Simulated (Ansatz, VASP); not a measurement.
# Al2Pt in VASP and in Ansatz

```
Al Pt
1.0
     0.00000    2.94512    2.94512
     2.94512    0.00000    2.94512
     2.94512    2.94512    0.00000
Al Pt
2 1
Direct
  0.25000 0.25000 0.25000
  0.75000 0.75000 0.75000
  0.00000 0.00000 0.00000
```

Change from the starting cell: volume scaled by 0.99, crystal datasets.

Alike in both runs: task electric field gradients; functional LDA; k mesh 12 × 12 × 12; occupations fermi-dirac, width 0.08 eV; no spin polarisation.

|  | VASP | Ansatz |
| --- | --- | --- |
| version | VASP 6.6.1 | Ansatz 0.2.0 |
| potentials or method | VASP PAW LDA potentials, release 64 (Al, Pt), cutoff 520 eV | all-electron PAW with datasets made for the crystal, scalar-relativistic |

Ansatz gave:

```
pressure (GPa) : -2.6
```

Task: Which values does VASP return?

Result: Pressure (GPa): -2.3.

LDA's correlation is that of Perdew and Zunger in VASP and of Perdew and Wang (1992) in Ansatz. Ansatz ran all-electron here, and VASP with PAW potentials.

Neither program's run includes spin-orbit coupling.
